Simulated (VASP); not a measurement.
Set up this calculation in VASP 6.6.1, as the native input.

```yaml
Task: single point
Functional: BLYP
Potentials_or_basis: VASP PAW PBE potentials, release 64 (Cu)
Cutoff: 520 eV
k_mesh: 14 × 14 × 14
Occupations: fermi-dirac, width 0.1 eV
Spin: no spin polarisation
Dipole_correction: no
Further_INCAR_settings: ALGO = Normal; EDIFF = 1e-06; NBANDS = 12
```

The structure of Cu lies in POSCAR:

```
Cu
1.0
    2.4225525138      0.0000000000      0.0000000000
    0.0000000000      2.4225525138      0.0000000000
    0.0000000000      0.0000000000      2.4225525138
Cu
1
Direct
    0.0000000000      0.0000000000      0.0000000000
```

This cell differs from its parent crystal: volume scaled by 0.96.

One way to write it, as run:

INCAR

```
AGGAC = 1.0
AGGAX = 1.0
ALDAC = 0.0
ALDAX = 1.0
ALGO = Normal
EDIFF = 1E-6
ENCUT = 520
GGA = B5
ISIF = 2
ISMEAR = -1
LASPH = T
LCHARG = F
LREAL = F
LWAVE = F
NBANDS = 12
NELM = 60
PREC = Accurate
SIGMA = 0.1
```

KPOINTS

```
k-points
0
Gamma
  14 14 14
```

Potentials or basis: VASP PAW PBE potentials, release 64 (Cu).

Launch:

```console
$ cat potpaw_PBE.64/Cu/POTCAR > POTCAR
$ mpirun -np 1 vasp_std > vasp.out
```

Results of the run:

The pressure is 4.4 GPa.

Caveat: the PAW data sets were made with another functional, which shifts forces and pressure a little.

Run time: 9.3 s on 1 thread of Intel Xeon 6975P-C, with other jobs on the host, peak memory 0.13 GiB.
